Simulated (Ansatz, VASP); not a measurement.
# KSb3 in VASP and in Ansatz

File INCAR:

```
PREC = Accurate ; ENCUT = 600
EDIFF = 1E-7 ; ISMEAR = 0
SIGMA = 0.1 ; LREAL = F
LASPH = T ; NELM = 100
ALGO = Normal ; ISIF = 3
LWAVE = F ; LCHARG = F
GGA = PE ; IBRION = 2
NSW = 100 ; EDIFFG = -0.01
```

Contents of KPOINTS:

```
regular mesh
0
Gamma
  10 10 10
```

File POSCAR:

```
KSb3
1.0
    4.8981892291      0.0000000000      0.0000000000
    0.0000000000      4.8981892291      0.0000000000
    0.0000000000      0.0000000000      4.8981892291
K Sb
1 3
Direct
    0.0000000000      0.0000000000      0.0000000000
    0.0000000000      0.5000000000      0.5000000000
    0.5000000000      0.0000000000      0.5000000000
    0.5000000000      0.5000000000      0.0000000000
```

Input for Ansatz:

```yaml
crystal:
  lattice:
    - [4.8981892291, 0.0, 0.0]
    - [0.0, 4.8981892291, 0.0]
    - [0.0, 0.0, 4.8981892291]
  atoms:
    - { symbol: K, position: [0.0, 0.0, 0.0] }
    - { symbol: Sb, position: [0.0, 0.5, 0.5] }
    - { symbol: Sb, position: [0.5, 0.0, 0.5] }
    - { symbol: Sb, position: [0.5, 0.5, 0.0] }
basis:
  ecutwfc: 420
kpoints:
  mp_grid: { grid: [10, 10, 10] }
hamiltonian:
  xc: pbe
scf:
  occupations: { method: gaussian, width: 0.1 }
output:
  forces: true
  stress: true
  eigenvalues: true
relax:
  adjacent_minimum: "off"
  f_tol: 0.01
  max_steps: 80
  cell: { stress_tol: 0.05 }
```

Alike in both runs: task relaxation of cell and atoms; functional PBE; k mesh 10 × 10 × 10; occupations gaussian, width 0.1 eV; no spin polarisation.

```csv
,VASP,Ansatz
version,VASP 6.6.1,Ansatz 0.2.0
potentials or method,"VASP PAW PBE potentials, release 64 (K_sv, Sb), cutoff 600 eV","scalar-relativistic, plane waves, PAW"
valence electrons in the cell,24,54
```

|  | VASP | Ansatz | Ansatz less VASP |
| --- | --- | --- | --- |
| gap on the k mesh at the Fermi level, each at its own relaxed structure (eV) | none | none | - |
| relaxed volume (Å³/atom) | 29.15 | 29.16 | +0.003 |
| relaxed cell length with the largest relative difference (Å) | 4.886 | 4.886 | +0.0002 |

A gap of «none» marks a metal or a gap that the smearing closes. VASP's potentials hold 24 valence electrons a cell and Ansatz's 54, so a difference there can come from the potentials and not from the codes.

Neither program's run includes spin-orbit coupling.
